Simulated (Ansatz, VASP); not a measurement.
## Two plane-wave programs on CaF

```
Ca F
1.0
     1.90293   -2.61433    0.00000
     1.90293    2.61433    0.00000
     0.00000    0.00000    3.87444
Ca F
1 1
Direct
  0.00000 0.00000 0.50000
  0.50000 0.50000 0.00000
```

Alike in both runs: task relaxation of cell and atoms; functional PBE; k mesh 6 × 6 × 4; occupations gaussian, width 0.1 eV; no spin polarisation.

|  | VASP | Ansatz |
| --- | --- | --- |
| version | VASP 6.6.1 | Ansatz 0.2.0 |
| potentials or method | VASP PAW PBE potentials, release 64 (Ca_sv, F), cutoff 600 eV | scalar-relativistic, plane waves, PAW |
| valence electrons in the cell | 17 | 17 |

```csv
,VASP,Ansatz,Ansatz less VASP
"gap on the k mesh at the Fermi level, each at its own relaxed structure (eV)",none,none,-
relaxed volume (Å³/atom),20.36,22.81,+2.453
relaxed cell length with the largest relative difference (Å),3.860,4.321,+0.4609
```

A gap of «none» marks a metal or a gap that the smearing closes. One of these differences is far larger than is usual between the two programs; its cause wasn't traced.

The k mesh is coarse, so the values compare programs but aren't converged.
